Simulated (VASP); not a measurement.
# As (P6/mmm) in VASP: notebook

Aim: see how the results for As move with the level of theory and the settings. Levels: PBE, LDA. Tasks: single point.

Everything below comes from runs of VASP 6.6.1. Logs are shortened: lines on timing, memory, paths and dates and some standing lists are left out, and cuts for length are marked.

### 1 The cell of the first run

It takes space group P6/mmm (No. 191, hexagonal). Conventional cell: a = 4.055 Å, b = 4.055 Å, c = 3.249 Å, α = 90.00°, β = 90.00°, γ = 120.00°. As (site symmetry -6m2) has 3 As at 2.34 Å within 3.1 Å.

The cell was built from a structure type or drawn by symmetry, and may not be a known phase.

### 2 Single point, PBE

File INCAR:

```
SYSTEM = As
  PREC = Accurate
  ENCUT = 500
  EDIFF = 1E-6
  ISMEAR = 0
  SIGMA = 0.1
  LREAL = .False.
  LASPH = .True.
  NELM = 120
  ALGO = Normal
  ISIF = 2
  LWAVE = .False.
  LCHARG = .False.
  GGA = PE
  NBANDS = 12
  GGA_COMPAT = .False.
```

File KPOINTS:

```
Automatic mesh
0
Gamma
  6 6 6
  0 0 0
```

File POSCAR:

```
As
1.0
    4.0549186600      0.0000000000      0.0000000000
   -2.0274593300      3.5116625700      0.0000000000
    0.0000000000      0.0000000000      3.2485401500
As
2
Direct
    0.3333333300      0.6666666700      0.0000000000
    0.6666666700      0.3333333300      0.0000000000
```

Potentials or basis: VASP PAW PBE potentials, release 64 (As).

Started as:

```bash
cat potpaw_PBE.64/As/POTCAR > POTCAR
mpirun -np 1 vasp_std > vasp.out
```

OUTCAR:

```text
SYSTEM = As
   PREC = Accurate
   ENCUT = 500
   EDIFF = 1E-6
   ISMEAR = 0
   LREAL = .False.
   LASPH = .True.
   NELM = 120
   ISIF = 2
   GGA = PE

 ion  position               nearest neighbor table
   1  0.333  0.667  0.000-   2 2.34   2 2.34   2 2.34
   2  0.667  0.333  0.000-   1 2.34   1 2.34   1 2.34

  LATTYP: Found a hexagonal cell.
 ALAT       =     4.0549186600
 C/A-ratio  =     0.8011357125

  Lattice vectors:

 A1 = (   4.0549186600,   0.0000000000,   0.0000000000)
 A2 = (  -2.0274593300,   3.5116625700,   0.0000000000)
 A3 = (   0.0000000000,   0.0000000000,   3.2485401500)

Analysis of symmetry for initial positions (statically):
=====================================================================
 Subroutine PRICEL returns:
 Original cell was already a primitive cell.

 Routine SETGRP: Setting up the symmetry group for a
 hexagonal supercell.

 Subroutine GETGRP returns: Found 24 space group operations
 (whereof 24 operations were pure point group operations)
 out of a pool of 24 trial point group operations.

The static configuration has the point symmetry D_6h.

Analysis of symmetry for dynamics (positions and initial velocities):
=====================================================================
 Subroutine PRICEL returns:
 Original cell was already a primitive cell.

 Routine SETGRP: Setting up the symmetry group for a
 hexagonal supercell.

 Subroutine GETGRP returns: Found 24 space group operations
 (whereof 24 operations were pure point group operations)
 out of a pool of 24 trial point group operations.

The dynamic configuration has the point symmetry D_6h.

 Subroutine INISYM returns: Found 24 space group operations
 (whereof 24 operations are pure point group operations),
 and found     1 'primitive' translations

----------------------------------------------------------------------------------------

                                     Primitive cell

  volume of cell :      46.2576

  direct lattice vectors                    reciprocal lattice vectors
     4.054918660  0.000000000  0.000000000     0.246614071  0.142382701  0.000000000
    -2.027459330  3.511662570  0.000000000     0.000000000  0.284765401  0.000000000
     0.000000000  0.000000000  3.248540150     0.000000000  0.000000000  0.307830580

  length of vectors
     4.054918660  4.054918660  3.248540150     0.284765401  0.284765401  0.307830580

  position of ions in fractional coordinates (direct lattice)
     0.333333330  0.666666670  0.000000000
     0.666666670  0.333333330  0.000000000

  ion indices of the primitive-cell ions
   primitive index   ion index
                 1           1
                 2           2

[... 86 lines left out ...]
   ISMEAR =     0;   SIGMA  =   0.10  broadening in eV -4-tet -1-fermi 0-gaus
   EFERMI_NEDOS =   21; number of points for ismear=-14 and -15
   IALGO  =     38    algorithm
   IMIX   =      4    mixing-type and parameters
     AMIX     =   0.40;   BMIX     =  1.00
     AMIX_MAG =   1.60;   BMIX_MAG =  1.00
  volume/ion in A,a.u.               =      23.13       156.08
  Fermi-wavevector in a.u.,A,eV,Ry     =   0.982533  1.856718 13.134669  0.965371
  Thomas-Fermi vector in A             =   2.113623
   LORBIT       =      0    0 simple, 1 ext, 2 COOP (PROOUT), +10 PAW based schemes
   GGA     = PE    functional components
   LHFCALC =     F    Hartree Fock is set to
   AEXX    =    0.0000 exact exchange contribution
   IVDW    =     0    specifies the selected vdW correction
   LEPSILON=     F    determine dielectric tensor
   LRPA    =     F    only Hartree local field effects (RPA)
 non-spin polarized calculation
 Gauss-broadening in eV      SIGMA  =   0.10
  energy-cutoff  :      500.00
  volume of cell :       46.26
 maximum number of plane-waves:      1200
 NGX is ok and might be reduce to    30
   NGX = 15   NGY = 15   NGZ = 11

 number of electron      10.0000000 magnetization

 number of electron       9.9999999 magnetization

 Free energy of the ion-electron system (eV)
  ---------------------------------------------------
  ext. energy  EPLUGINS =         0.00000000
  ---------------------------------------------------
  free energy    TOTEN  =        -7.88951551 eV

  energy without entropy =       -7.88543462  energy(sigma->0) =       -7.88747507

 E-fermi :   4.5778     XC(G=0):  -9.4424

 val. band max:        4.5689887072   @ k =   0.1667   0.1667   0.5000
 cond. band min:       4.6152012594   @ k =   0.1667   0.1667   0.0000
 fundamental gap:      0.0462125522
 Fermi energy:         4.5778039900

 k-point     1 :       0.0000    0.0000    0.0000
  band No.  band energies     occupation
      1     -10.6323      2.00000
      2      -1.0354      2.00000
      3       0.3499      2.00000
      4       0.3499      2.00000
      5       3.8437      2.00000
      6       5.5727      0.00000
      7       5.5727      0.00000
      8       9.1836      0.00000
      9      10.6778      0.00000
     10      10.7200      0.00000
     11      17.7765      0.00000
     12      17.7765      0.00000
[... 331 lines left out ...]
 k-point    24 :       0.3333    0.0000    0.5000
  band No.  band energies     occupation
      1      -8.5042      2.00000
      2      -4.4471      2.00000
      3      -0.5619      2.00000
      4       0.1085      2.00000
      5       3.1984      2.00000
      6       3.7133      2.00000
      7       9.0097      0.00000
      8       9.9737      0.00000
      9      10.1936      0.00000
     10      10.2249      0.00000
     11      16.1649      0.00000
     12      16.5051      0.00000

 [... further k-points ...]

------------------------ aborting loop because EDIFF is reached ----------------------------------------

  FORCE on cell =-STRESS in cart. coord.  units (eV):
  Direction    XX          YY          ZZ          XY          YZ          ZX
  --------------------------------------------------------------------------------------
  -------------------------------------------------------------------------------------
  Total        7.4205670      7.4205670     -1.2876746      0.0000000      0.0000000      0.0000000
  in kB      257.0185725    257.0185725    -44.5998656      0.0000000      0.0000000      0.0000000
  external PRESSURE =     156.4790931 kB  Pullay stress =       0.0000000 kB

 VOLUME and BASIS-vectors are now :
 -----------------------------------------------------------------------------
  energy-cutoff  :      500.00
  volume of cell :       46.26
      direct lattice vectors                 reciprocal lattice vectors
     4.054918660  0.000000000  0.000000000     0.246614071  0.142382701  0.000000000
    -2.027459330  3.511662570  0.000000000     0.000000000  0.284765401  0.000000000
     0.000000000  0.000000000  3.248540150     0.000000000  0.000000000  0.307830580

 POSITION                                       TOTAL-FORCE (eV/Angst)
 -----------------------------------------------------------------------------------
     -0.00000      2.34111      0.00000         0.000000      0.000000      0.000000
      2.02746      1.17055      0.00000        -0.000000      0.000000     -0.000000
 -----------------------------------------------------------------------------------
    total drift:                               -0.000000      0.000000     -0.000000

  FREE ENERGIE OF THE ION-ELECTRON SYSTEM (eV)
  ---------------------------------------------------
  free  energy   TOTEN  =        -7.8895155117 eV

  energy  without entropy=       -7.8854346202  energy(sigma->0) =       -7.88747507
```

Wall time 6 s (1 thread of AMD EPYC 9R45 (Zen 5), shared host); peak memory 0.12 GiB.

What came out:

```
Free energy            : -7.8895 eV
Pressure               : 15.6 GPa
Band gap on the k mesh : zero (bands 5 and 6 overlap by 3.12 eV)
```

Stress tensor (GPa, compression positive):
```
25.70  0.00  0.00
 0.00 25.70  0.00
 0.00  0.00 -4.46
```

Caveat: the cell stands under pressure; this functional lacks dispersion, which binds the layers, so the pressure and a relaxed spacing across them are unreliable.

### 3 Single point, LDA

This run uses another cell than the first one, of 25.59 Å³/atom.

File INCAR:

```
SYSTEM = As
PREC     = Accurate       ! precision mode
ENCUT    = 500            ! plane-wave cutoff, eV
EDIFF    = 1E-6           ! SCF threshold, eV
ISMEAR   = 0              ! smearing method
SIGMA    = 0.1            ! smearing width, eV
LREAL    = .False.        ! projectors in reciprocal space
LASPH    = .True.         ! aspherical terms in the spheres
NELM     = 120            ! most SCF steps
ALGO     = Normal         ! electronic algorithm
ISIF     = 2              ! what is computed and relaxed
LWAVE    = .False.        ! write WAVECAR
LCHARG   = .True.         ! write CHGCAR
GGA      = CA             ! functional
LELF     = .True.         ! ELF
LVHAR    = .True.       
NBANDS   = 12             ! bands
GGA_COMPAT= .False.
```

File KPOINTS:

```
regular mesh
0
Gamma
  15 15 20
  0 0 0
```

File POSCAR:

```
As
1.0
    4.5662958412      0.0000000000      0.0000000000
   -2.2831479206      3.9545281997      0.0000000000
    0.0000000000      0.0000000000      2.8337550774
As
2
Direct
    0.3333333333      0.6666666667      0.0000000000
    0.6666666667      0.3333333333      0.0000000000
```

Potentials or basis: VASP PAW LDA potentials, release 64 (As).

Started as:

```bash
cat potpaw_LDA.64/As/POTCAR > POTCAR
mpirun -np 1 vasp_std > vasp.out
```

OUTCAR:

```text
SYSTEM = As
   PREC = Accurate
   ENCUT = 500
   EDIFF = 1E-6
   ISMEAR = 0
   LREAL = .False.
   LASPH = .True.
   NELM = 120
   ISIF = 2
   GGA = CA

 ion  position               nearest neighbor table
   1  0.333  0.667  0.000-   2 2.64   2 2.64   2 2.64
   2  0.667  0.333  0.000-   1 2.64   1 2.64   1 2.64

  LATTYP: Found a hexagonal cell.
 ALAT       =     4.5662958412
 C/A-ratio  =     0.6205807017

  Lattice vectors:

 A1 = (   4.5662958412,   0.0000000000,   0.0000000000)
 A2 = (  -2.2831479206,   3.9545281997,   0.0000000000)
 A3 = (   0.0000000000,   0.0000000000,   2.8337550774)

Analysis of symmetry for initial positions (statically):
=====================================================================
 Subroutine PRICEL returns:
 Original cell was already a primitive cell.

 Routine SETGRP: Setting up the symmetry group for a
 hexagonal supercell.

 Subroutine GETGRP returns: Found 24 space group operations
 (whereof 24 operations were pure point group operations)
 out of a pool of 24 trial point group operations.

The static configuration has the point symmetry D_6h.

Analysis of symmetry for dynamics (positions and initial velocities):
=====================================================================
 Subroutine PRICEL returns:
 Original cell was already a primitive cell.

 Routine SETGRP: Setting up the symmetry group for a
 hexagonal supercell.

 Subroutine GETGRP returns: Found 24 space group operations
 (whereof 24 operations were pure point group operations)
 out of a pool of 24 trial point group operations.

The dynamic configuration has the point symmetry D_6h.

 Subroutine INISYM returns: Found 24 space group operations
 (whereof 24 operations are pure point group operations),
 and found     1 'primitive' translations

----------------------------------------------------------------------------------------

                                     Primitive cell

  volume of cell :      51.1707

  direct lattice vectors                    reciprocal lattice vectors
     4.566295841  0.000000000  0.000000000     0.218995885  0.126437333  0.000000000
    -2.283147921  3.954528200  0.000000000     0.000000000  0.252874667  0.000000000
     0.000000000  0.000000000  2.833755077     0.000000000  0.000000000  0.352888649

  length of vectors
     4.566295841  4.566295841  2.833755077     0.252874667  0.252874667  0.352888649

  position of ions in fractional coordinates (direct lattice)
     0.333333333  0.666666667  0.000000000
     0.666666667  0.333333333  0.000000000

  ion indices of the primitive-cell ions
   primitive index   ion index
                 1           1
                 2           2

----------------------------------------------------------------------------------------

 KPOINTS: regular mesh

Automatic generation of k-mesh.
 Grid dimensions read from file:
 generate k-points for:   15   15   20

 Generating k-lattice:

  Cartesian coordinates                     Fractional coordinates (reciprocal lattice)
     0.014599726  0.008429156  0.000000000     0.066666667  0.000000000  0.000000000
     0.000000000  0.016858311  0.000000000     0.000000000  0.066666667  0.000000000
     0.000000000  0.000000000  0.017644432     0.000000000  0.000000000  0.050000000

  Length of vectors
     0.016858311  0.016858311  0.017644432

  Shift w.r.t. Gamma in fractional coordinates (k-lattice)
[... 38 lines left out ...]
   dimension x,y,z NGXF=    72 NGYF=   72 NGZF=   48
   ions per type =               2
   NGX,Y,Z   is equivalent  to a cutoff of  13.11, 13.11, 14.08 a.u.
   NGXF,Y,Z  is equivalent  to a cutoff of  26.21, 26.21, 28.16 a.u.
 SYSTEM =  As
   PREC   = accura    normal or accurate (medium, high low for compatibility)
   ISTART =      0    job   : 0-new  1-cont  2-samecut
   ICHARG =      2    charge: 1-file 2-atom 10-const
   ISPIN  =      1    spin polarized calculation?
   LNONCOLLINEAR =      F non collinear calculations
   LSORBIT =      F    spin-orbit coupling
   LASPH  =      T    aspherical Exc in radial PAW
   ENCUT  =  500.0 eV  36.75 Ry    6.06 a.u.   8.33  8.33  5.17*2*pi/ulx,y,z
   NELM   =    120;   NELMIN=  2; NELMDL= -5     # of ELM steps
   EDIFF  = 0.1E-05   stopping-criterion for ELM
   LREAL  =      F    real-space projection
   EDIFFG = 0.1E-04   stopping-criterion for IOM
   NSW    =      0    number of steps for IOM
   IBRION =     -1    ionic relax: 0-MD 1-quasi-New 2-CG
   NFREE  =      0    steps in history (QN), initial steepest desc. (CG)
   ISIF   =      2    stress and relaxation
   ISYM   =      2    0-nonsym 1-usesym 2-fastsym
   POTIM  = 0.5000    time-step for ionic-motion
   TEBEG  =    0.0;   TEEND  =   0.0 temperature during run
   PSTRESS=    0.0 pullay stress
   NELECT =      10.0000    total number of electrons
   NUPDOWN=      -1.0000    fix difference up-down
   EMIN   =  10.00;   EMAX   =-10.00  energy-range for DOS
   EFERMI =   0.00;   METHOD = LEGACY
   ISMEAR =     0;   SIGMA  =   0.10  broadening in eV -4-tet -1-fermi 0-gaus
   EFERMI_NEDOS =   21; number of points for ismear=-14 and -15
   IALGO  =     38    algorithm
   IMIX   =      4    mixing-type and parameters
     AMIX     =   0.40;   BMIX     =  1.00
     AMIX_MAG =   1.60;   BMIX_MAG =  1.00
  volume/ion in A,a.u.               =      25.59       172.66
  Fermi-wavevector in a.u.,A,eV,Ry     =   0.950024  1.795285 12.279873  0.902545
  Thomas-Fermi vector in A             =   2.078362
   LORBIT       =      0    0 simple, 1 ext, 2 COOP (PROOUT), +10 PAW based schemes
   GGA     = CA    functional components
   LHFCALC =     F    Hartree Fock is set to
   AEXX    =    0.0000 exact exchange contribution
   IVDW    =     0    specifies the selected vdW correction
   LEPSILON=     F    determine dielectric tensor
   LRPA    =     F    only Hartree local field effects (RPA)
 non-spin polarized calculation
 Gauss-broadening in eV      SIGMA  =   0.10
  energy-cutoff  :      500.00
  volume of cell :       51.17
 maximum number of plane-waves:      1319
 NGX is ok and might be reduce to    36
   NGX = 17   NGY = 17   NGZ = 11

 number of electron      10.0000000 magnetization

 number of electron       9.9999998 magnetization

 Free energy of the ion-electron system (eV)
  ---------------------------------------------------
  ext. energy  EPLUGINS =         0.00000000
  ---------------------------------------------------
  free energy    TOTEN  =       -10.22466532 eV

  energy without entropy =      -10.21897685  energy(sigma->0) =      -10.22182109

 E-fermi :   3.8071     XC(G=0):  -9.2712

 val. band max:        3.8066023817   @ k =   0.1333   0.0000   0.0500
 cond. band min:       3.8124727023   @ k =   0.0667   0.0000   0.3500
 fundamental gap:      0.0058703207
 Fermi energy:         3.8071144508

 k-point     1 :       0.0000    0.0000    0.0000
  band No.  band energies     occupation
      1     -10.4154      2.00000
      2      -4.8584      2.00000
      3      -0.4231      2.00000
      4      -0.4231      2.00000
      5       3.8348      0.69490
      6       3.8348      0.69490
      7       6.9730      0.00000
      8       8.1697      0.00000
      9      10.8047      0.00000
     10      12.1933      0.00000
     11      17.8356      0.00000
     12      17.8356      0.00000
[... 331 lines left out ...]
 k-point    24 :       0.4000    0.2000    0.0000
  band No.  band energies     occupation
      1      -8.9151      2.00000
      2      -7.9955      2.00000
      3      -1.9464      2.00000
      4       2.1003      2.00000
      5       4.6400      0.00000
      6       8.1759      0.00000
      7       8.1961      0.00000
      8       8.5350      0.00000
      9       8.9215      0.00000
     10      13.2557      0.00000
     11      13.8432      0.00000
     12      15.2873      0.00000

 [... further k-points ...]

------------------------ aborting loop because EDIFF is reached ----------------------------------------

  FORCE on cell =-STRESS in cart. coord.  units (eV):
  Direction    XX          YY          ZZ          XY          YZ          ZX
  --------------------------------------------------------------------------------------
  -------------------------------------------------------------------------------------
  Total       -1.1635674     -1.1635674     -1.2564917      0.0000000      0.0000000      0.0000000
  in kB      -36.4318391    -36.4318391    -39.3413437      0.0000000      0.0000000      0.0000000
  external PRESSURE =     -37.4016740 kB  Pullay stress =       0.0000000 kB

 VOLUME and BASIS-vectors are now :
 -----------------------------------------------------------------------------
  energy-cutoff  :      500.00
  volume of cell :       51.17
      direct lattice vectors                 reciprocal lattice vectors
     4.566295841  0.000000000  0.000000000     0.218995885  0.126437333  0.000000000
    -2.283147921  3.954528200  0.000000000     0.000000000  0.252874667  0.000000000
     0.000000000  0.000000000  2.833755077     0.000000000  0.000000000  0.352888649

 POSITION                                       TOTAL-FORCE (eV/Angst)
 -----------------------------------------------------------------------------------
     -0.00000      2.63635      0.00000         0.000000      0.000000      0.000000
      2.28315      1.31818      0.00000        -0.000000      0.000000     -0.000000
 -----------------------------------------------------------------------------------
    total drift:                                0.000000      0.000000      0.000000

  FREE ENERGIE OF THE ION-ELECTRON SYSTEM (eV)
  ---------------------------------------------------
  free  energy   TOTEN  =       -10.2246653246 eV

  energy  without entropy=      -10.2189768481  energy(sigma->0) =      -10.22182109
```

Wall time 66 s (1 thread of AMD EPYC 9R45 (Zen 5), shared host); peak memory 0.23 GiB.

What came out:

```
Free energy            : -10.2247 eV
Pressure               : -3.7 GPa
Band gap on the k mesh : zero (bands 5 and 6 overlap by 4.03 eV)
```

Caveat: the cell stands under tension.
